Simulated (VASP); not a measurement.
Al2Cu, 3 atoms in the cell. Symmetry: P4/mmm, No. 123, tetragonal system. Conventional cell: a = 4.061 Å, b = 4.061 Å, c = 2.850 Å, α = 90.00°, β = 90.00°, γ = 90.00°. Al (site symmetry mmm) has 4 Cu at 2.48 Å and 6 Al at 2.85 to 2.87 Å within 3.3 Å. Within 3.3 Å of Cu (site symmetry 4/mmm) lie 8 Al at 2.48 Å and 2 Cu at 2.85 Å. 

| Item | Value |
| --- | --- |
| Program | VASP 6.6.1 |
| Task | single point |
| Functional | PBE |
| Dispersion | D3(BJ) |
| Potentials or basis | VASP PAW PBE potentials, release 64 (Al, Cu) |
| Cutoff | 520 eV |
| k mesh | 10 × 10 × 14 |
| Occupations | gaussian, width 0.1 eV |
| Spin | no spin polarisation |
| Dipole correction | no |
| Further INCAR settings | ALGO = Normal; EDIFF = 1e-06; NBANDS = 16 |

Potentials or basis: VASP PAW PBE potentials, release 64 (Al, Cu).

Launch:

```sh
$ cat potpaw_PBE.64/Al/POTCAR potpaw_PBE.64/Cu/POTCAR > POTCAR
$ mpirun -np 1 vasp_std > vasp.out
```

Hardware: 1 thread of Intel(R) Xeon(R) 6975P-C (Granite Rapids) (shared host).

Problem. How long does it take, and how much memory?

Solution. It took 57 s on 1 thread of Intel(R) Xeon(R) 6975P-C (Granite Rapids), with other jobs on the host, peak memory 0.25 GiB. Counts: scf iterations 15, k points 168.
